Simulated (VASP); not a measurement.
# Rb2Ir (Fm-3m) in VASP: relaxation of cell and atoms with PBE

Aim: the relaxation of cell and atoms of Rb2Ir with PBE.

All numbers are computed with VASP 6.6.1; they aren't measurements. Logs are shortened: lines on timing, memory, paths and dates and some standing lists are left out, and cuts for length are marked.

### Step 1. The cell of the first run

It takes space group Fm-3m (No. 225, cubic). The conventional cell has a = 7.204 Å, b = 7.204 Å, c = 7.204 Å, α = 90.00°, β = 90.00°, γ = 90.00°. Within 4.1 Å of Rb (site symmetry -43m) lie 4 Ir at 3.12 Å and 6 Rb at 3.60 Å. Within 4.1 Å of Ir (site symmetry m-3m) lie 8 Rb at 3.12 Å.

### Step 2. Relaxation of cell and atoms, PBE

INCAR

```
SYSTEM = Rb2Ir
PREC = Accurate
ENCUT = 560
EDIFF = 1E-7
ISMEAR = 0
SIGMA = 0.1
LREAL = .FALSE.
LASPH = .TRUE.
NELM = 120
ALGO = Normal
ISIF = 3
LWAVE = .FALSE.
LCHARG = .FALSE.
GGA = PE
IBRION = 2
NSW = 90
EDIFFG = -0.04
GGA_COMPAT = .FALSE.
NELMIN = 4
```

KPOINTS

```
Automatic mesh
0
G
  4 4 4
  0 0 0
```

POSCAR

```
Rb2Ir
1.0
    0.0000000000      3.6022127204      3.6022127204
    3.6022127204      0.0000000000      3.6022127204
    3.6022127204      3.6022127204      0.0000000000
Rb Ir
2 1
Direct
    0.2500000000      0.2500000000      0.2500000000
    0.7500000000      0.7500000000      0.7500000000
    0.0000000000      0.0000000000      0.0000000000
```

Potentials or basis: VASP PAW PBE potentials, release 64 (Rb_sv, Ir_sv_GW).

Command:

```bash
cat potpaw_PBE.64/Rb_sv/POTCAR potpaw_PBE.64/Ir_sv_GW/POTCAR > POTCAR
mpirun -np 1 vasp_std > vasp.out
```

OUTCAR:

```text
SYSTEM = Rb2Ir
   PREC = Accurate
   ENCUT = 560
   EDIFF = 1E-7
   ISMEAR = 0
   LREAL = .FALSE.
   LASPH = .TRUE.
   NELM = 120
   ISIF = 3
   GGA = PE
   IBRION = 2
   NSW = 90
   EDIFFG = -0.04
   NELMIN = 4

 ion  position               nearest neighbor table
   1  0.250  0.250  0.250-   3 3.12   3 3.12   3 3.12   3 3.12   2 3.60   2 3.60   2 3.60   2 3.60
                             2 3.60   2 3.60
   2  0.750  0.750  0.750-   3 3.12   3 3.12   3 3.12   3 3.12   1 3.60   1 3.60   1 3.60   1 3.60
                             1 3.60   1 3.60
   3  0.000  0.000  0.000-   2 3.12   2 3.12   2 3.12   1 3.12   1 3.12   1 3.12   2 3.12   1 3.12

  LATTYP: Found a face centered cubic cell.
 ALAT       =     7.2044254408

  Lattice vectors:

 A1 = (   0.0000000000,   3.6022127204,   3.6022127204)
 A2 = (   3.6022127204,   0.0000000000,   3.6022127204)
 A3 = (   3.6022127204,   3.6022127204,   0.0000000000)

Analysis of symmetry for initial positions (statically):
=====================================================================
 Subroutine PRICEL returns:
 Original cell was already a primitive cell.

 Routine SETGRP: Setting up the symmetry group for a
 face centered cubic supercell.

 Subroutine GETGRP returns: Found 48 space group operations
 (whereof 48 operations were pure point group operations)
 out of a pool of 48 trial point group operations.

The static configuration has the point symmetry O_h .

Analysis of symmetry for dynamics (positions and initial velocities):
=====================================================================
 Subroutine PRICEL returns:
 Original cell was already a primitive cell.

 Routine SETGRP: Setting up the symmetry group for a
 face centered cubic supercell.

 Subroutine GETGRP returns: Found 48 space group operations
 (whereof 48 operations were pure point group operations)
 out of a pool of 48 trial point group operations.

The dynamic configuration has the point symmetry O_h .

 Subroutine INISYM returns: Found 48 space group operations
 (whereof 48 operations are pure point group operations),
 and found     1 'primitive' translations

----------------------------------------------------------------------------------------

                                     Primitive cell

  volume of cell :      93.4842

  direct lattice vectors                    reciprocal lattice vectors
     0.000000000  3.602212720  3.602212720    -0.138803574  0.138803574  0.138803574
     3.602212720  0.000000000  3.602212720     0.138803574 -0.138803574  0.138803574
     3.602212720  3.602212720  0.000000000     0.138803574  0.138803574 -0.138803574

  length of vectors
     5.094298084  5.094298084  5.094298084     0.240414842  0.240414842  0.240414842

  position of ions in fractional coordinates (direct lattice)
     0.250000000  0.250000000  0.250000000
     0.750000000  0.750000000  0.750000000
     0.000000000  0.000000000  0.000000000

  ion indices of the primitive-cell ions
   primitive index   ion index
                 1           1
                 2           2
                 3           3

----------------------------------------------------------------------------------------

 KPOINTS: Automatic mesh

Automatic generation of k-mesh.
 Grid dimensions read from file:
 generate k-points for:    4    4    4

 Generating k-lattice:

  Cartesian coordinates                     Fractional coordinates (reciprocal lattice)
    -0.034700894  0.034700894  0.034700894     0.250000000  0.000000000  0.000000000
     0.034700894 -0.034700894  0.034700894     0.000000000  0.250000000  0.000000000
     0.034700894  0.034700894 -0.034700894     0.000000000  0.000000000  0.250000000

  Length of vectors
     0.060103711  0.060103711  0.060103711

  Shift w.r.t. Gamma in fractional coordinates (k-lattice)
     0.000000000  0.000000000  0.000000000

 Subroutine IBZKPT returns following result:
 ===========================================

 Found      8 irreducible k-points:

 Following reciprocal coordinates:
            Coordinates               Weight
  0.000000  0.000000  0.000000      1.000000
  0.250000  0.000000  0.000000      8.000000
  0.500000  0.000000  0.000000      4.000000
  0.250000  0.250000  0.000000      6.000000
  0.500000  0.250000  0.000000     24.000000
 -0.250000  0.250000  0.000000     12.000000
  0.500000  0.500000  0.000000      3.000000
 -0.250000  0.500000  0.250000      6.000000
   k-points           NKPTS =      8   k-points in BZ     NKDIM =      8   number of bands    NBANDS=     21
   number of dos      NEDOS =    301   number of ions     NIONS =      3
   total plane-waves  NPLWV =  64000
   dimension x,y,z NGX =    40 NGY =   40 NGZ =   40
   dimension x,y,z NGXF=    80 NGYF=   80 NGZF=   80
   ions per type =               2   1
   NGX,Y,Z   is equivalent  to a cutoff of  13.05, 13.05, 13.05 a.u.
   NGXF,Y,Z  is equivalent  to a cutoff of  26.11, 26.11, 26.11 a.u.
 SYSTEM =  Rb2Ir
   PREC   = accura    normal or accurate (medium, high low for compatibility)
   ISTART =      0    job   : 0-new  1-cont  2-samecut
   ICHARG =      2    charge: 1-file 2-atom 10-const
   ISPIN  =      1    spin polarized calculation?
   LNONCOLLINEAR =      F non collinear calculations
   LSORBIT =      F    spin-orbit coupling
   LASPH  =      T    aspherical Exc in radial PAW
   ENCUT  =  560.0 eV  41.16 Ry    6.42 a.u.   9.83  9.83  9.83*2*pi/ulx,y,z
   NELM   =    120;   NELMIN=  4; NELMDL= -5     # of ELM steps
   EDIFF  = 0.1E-06   stopping-criterion for ELM
   LREAL  =      F    real-space projection
   EDIFFG = -.4E-01   stopping-criterion for IOM
   NSW    =     90    number of steps for IOM
   IBRION =      2    ionic relax: 0-MD 1-quasi-New 2-CG
   NFREE  =      1    steps in history (QN), initial steepest desc. (CG)
   ISIF   =      3    stress and relaxation
   ISYM   =      2    0-nonsym 1-usesym 2-fastsym
   POTIM  = 0.5000    time-step for ionic-motion
   TEBEG  =    0.0;   TEEND  =   0.0 temperature during run
   PSTRESS=    0.0 pullay stress
   NELECT =      35.0000    total number of electrons
   NUPDOWN=      -1.0000    fix difference up-down
   EMIN   =  10.00;   EMAX   =-10.00  energy-range for DOS
   EFERMI =   0.00;   METHOD = LEGACY
   ISMEAR =     0;   SIGMA  =   0.10  broadening in eV -4-tet -1-fermi 0-gaus
   EFERMI_NEDOS =   21; number of points for ismear=-14 and -15
   IALGO  =     38    algorithm
   IMIX   =      4    mixing-type and parameters
     AMIX     =   0.40;   BMIX     =  1.00
     AMIX_MAG =   1.60;   BMIX_MAG =  1.00
  volume/ion in A,a.u.               =      31.16       210.29
  Fermi-wavevector in a.u.,A,eV,Ry     =   1.179917  2.229720 18.942090  1.392204
  Thomas-Fermi vector in A             =   2.316219
   LORBIT       =      0    0 simple, 1 ext, 2 COOP (PROOUT), +10 PAW based schemes
   GGA     = PE    functional components
   LHFCALC =     F    Hartree Fock is set to
   AEXX    =    0.0000 exact exchange contribution
   IVDW    =     0    specifies the selected vdW correction
   LEPSILON=     F    determine dielectric tensor
   LRPA    =     F    only Hartree local field effects (RPA)
 conjugate gradient relaxation of ions
 non-spin polarized calculation
 Gauss-broadening in eV      SIGMA  =   0.10
  energy-cutoff  :      560.00
  volume of cell :       93.48
 maximum number of plane-waves:      2826
   NGX = 19   NGY = 19   NGZ = 19

--------------------------------------- Ionic step        1  -------------------------------------------

 number of electron      35.0000000 magnetization

 Free energy of the ion-electron system (eV)
  ---------------------------------------------------
  ext. energy  EPLUGINS =         0.00000000
  ---------------------------------------------------
  free energy    TOTEN  =        -7.37419549 eV

  energy without entropy =       -7.31663497  energy(sigma->0) =       -7.34541523

------------------------ aborting loop because EDIFF is reached ----------------------------------------

  FORCE on cell =-STRESS in cart. coord.  units (eV):
  Direction    XX          YY          ZZ          XY          YZ          ZX
  --------------------------------------------------------------------------------------
  -------------------------------------------------------------------------------------
  Total        4.3256728      4.3256728      4.3256728      0.0000000     -0.0000000      0.0000000
  in kB       74.1354938     74.1354938     74.1354938      0.0000000     -0.0000000      0.0000000
  external PRESSURE =      74.1354938 kB  Pullay stress =       0.0000000 kB

 VOLUME and BASIS-vectors are now :
 -----------------------------------------------------------------------------
  energy-cutoff  :      560.00
  volume of cell :       93.48
      direct lattice vectors                 reciprocal lattice vectors
     0.000000000  3.602212720  3.602212720    -0.138803574  0.138803574  0.138803574
     3.602212720  0.000000000  3.602212720     0.138803574 -0.138803574  0.138803574
     3.602212720  3.602212720  0.000000000     0.138803574  0.138803574 -0.138803574
[... 75 lines left out ...]
 POSITION                                       TOTAL-FORCE (eV/Angst)
 -----------------------------------------------------------------------------------
      2.02584      2.02584      2.02584         0.000000      0.000000      0.000000
      6.07751      6.07751      6.07751        -0.000000     -0.000000     -0.000000
      0.00000     -0.00000      0.00000         0.000000     -0.000000     -0.000000
 -----------------------------------------------------------------------------------
    total drift:                               -0.000000      0.000000      0.000000

  FREE ENERGIE OF THE ION-ELECTRON SYSTEM (eV)
  ---------------------------------------------------
  free  energy   TOTEN  =        -7.9742539354 eV

  energy  without entropy=       -7.8784106955  energy(sigma->0) =       -7.92633232

--------------------------------------- Ionic step        4  -------------------------------------------

 number of electron      34.9999999 magnetization

 Free energy of the ion-electron system (eV)
  ---------------------------------------------------
  ext. energy  EPLUGINS =         0.00000000
  ---------------------------------------------------
  free energy    TOTEN  =        -7.98225347 eV

  energy without entropy =       -7.88895071  energy(sigma->0) =       -7.93560209

 E-fermi :   0.8283     XC(G=0):  -7.4809

 val. band max:        0.8220918611   @ k =   0.5000   0.5000   0.0000
 cond. band min:       0.8385091098   @ k =   0.0000   0.0000   0.0000
 fundamental gap:      0.0164172487
 Fermi energy:         0.8283138693

 k-point     1 :       0.0000    0.0000    0.0000
  band No.  band energies     occupation
      1     -88.7590      2.00000
      2     -45.6870      2.00000
      3     -45.6870      2.00000
      4     -45.6870      2.00000
      5     -26.2126      2.00000
      6     -26.1312      2.00000
[... 13 lines left out ...]
     20       3.4035      0.00000
     21       3.4035      0.00000
[... 188 lines left out ...]
 POSITION                                       TOTAL-FORCE (eV/Angst)
 -----------------------------------------------------------------------------------
      2.00193      2.00193      2.00193         0.000000      0.000000     -0.000000
      6.00579      6.00579      6.00579        -0.000000     -0.000000      0.000000
      0.00000      0.00000      0.00000         0.000000      0.000000     -0.000000
 -----------------------------------------------------------------------------------
    total drift:                               -0.000000      0.000000      0.000000

  FREE ENERGIE OF THE ION-ELECTRON SYSTEM (eV)
  ---------------------------------------------------
  free  energy   TOTEN  =        -7.9822534668 eV

  energy  without entropy=       -7.8889507145  energy(sigma->0) =       -7.93560209

 reached required accuracy - stopping structural energy minimisation
```

Run time: 60 s. Hardware: 1 thread of AMD EPYC 9R45 (Zen 5), shared host; peak memory 0.21 GiB.

What came out:

```
Free energy                           : -7.9823 eV
Relaxed volume                        : 42.79 Å³/atom
Relaxed cell                          : a = 5.662 Å, b = 5.662 Å, c = 5.662 Å, α = 60.00°, β = 60.00°, γ = 60.00°
Space group after relaxing (to 0.1 Å) : Fm-3m (No. 225)
Energy gained by relaxing             : 202.7 meV/atom
Ionic steps                           : 4
Pressure after relaxing               : -0.1 GPa
Band gap on the k mesh                : zero (an odd number of electrons rules out a gap without spin polarisation)
```

The path:
| step | energy change (eV) | largest force (eV/Å) | pressure (GPa) | volume (Å³) |
| --- | --- | --- | --- | --- |
| 1 | 0.0000 | 0.0000 | 7.41 | 93.48 |
| 2 | -0.5461 | 0.0000 | 1.69 | 114.38 |
| 3 | -0.6001 | 0.0000 | -0.46 | 133.03 |
| 4 | -0.6081 | 0.0000 | -0.08 | 128.37 |

Final structure:
```cif
data_structure
_symmetry_space_group_name_H-M 'P 1'
_symmetry_Int_Tables_number 1
_cell_length_a 5.6623
_cell_length_b 5.6623
_cell_length_c 5.6623
_cell_angle_alpha 60.000
_cell_angle_beta 60.000
_cell_angle_gamma 60.000
_cell_volume 128.37
loop_
_atom_site_label
_atom_site_type_symbol
_atom_site_fract_x
_atom_site_fract_y
_atom_site_fract_z
_atom_site_occupancy
Rb1 Rb 0.25000 0.25000 0.25000 1
Rb2 Rb 0.75000 0.75000 0.75000 1
Ir1 Ir 0.00000 0.00000 0.00000 1
```

Caveat: the k points lie up to 0.34 Å⁻¹ apart in the final cell, too coarse for converged energies and pressures of a metal; the volume moved by over 15 % at a fixed basis, so the end points are rough; spin-orbit coupling is left out, which moves the levels of the heavy elements.
